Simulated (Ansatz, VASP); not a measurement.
# Si2Ni: VASP beside Ansatz

```
Ni Si
1.0
     0.00000    2.69500    2.69500
     2.69500    0.00000    2.69500
     2.69500    2.69500    0.00000
Ni Si
1 2
Direct
  0.00000 0.00000 0.00000
  0.25000 0.25000 0.25000
  0.75000 0.75000 0.75000
```

Alike in both runs: task relaxation of cell and atoms; functional PBE; k mesh 14 × 14 × 14; occupations gaussian, width 0.1 eV; no spin polarisation.

|  | VASP | Ansatz |
| --- | --- | --- |
| version | VASP 6.6.1 | Ansatz 0.2.0 |
| potentials or method | VASP PAW PBE potentials, release 64 (Ni, Si), cutoff 600 eV | scalar-relativistic, plane waves, PAW |
| valence electrons in the cell | 18 | 26 |

```tsv
	VASP	Ansatz	Ansatz less VASP
gap on the k mesh at the Fermi level, each at its own relaxed structure (eV)	none	none	-
relaxed volume (Å³/atom)	13.46	13.46	+0.001
relaxed cell length with the largest relative difference (Å)	3.851	3.851	+0.0001
```

A gap of «none» marks a metal or a gap that the smearing closes. VASP's potentials hold 18 valence electrons a cell and Ansatz's 26, so a difference there can come from the potentials and not from the codes.
